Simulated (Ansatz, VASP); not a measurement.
# Two plane-wave programs on Cr

```
Cr
1.0
     1.35155    0.78032    1.88301
    -1.35155    0.78032    1.88301
     0.00000   -1.56064    1.88301
Cr
1
Direct
  0.50000 0.50000 0.50000
```

Alike in both runs: functional PBE; k mesh 27 × 27 × 27; occupations gaussian, width 0.1 eV; no spin polarisation.

Ansatz relaxed the structure, and its values are those at the end. VASP's run is a single point on that final structure, the one shown.

```csv
,VASP,Ansatz
version,VASP 6.6.1,Ansatz 0.2.0
potentials or method,"VASP PAW PBE potentials, release 64 (Cr_pv), cutoff 520 eV","scalar-relativistic, plane waves, PAW"
valence electrons in the cell,12,14
```

```tsv
	VASP	Ansatz	Ansatz less VASP
gap on the k mesh at the Fermi level (eV)	none	none	-
pressure (GPa)	-0.4	0.0	+0.45
```

A gap of «none» marks a metal or a gap that the smearing closes. VASP's potentials hold 12 valence electrons a cell and Ansatz's 14, so a difference there can come from the potentials and not from the codes.
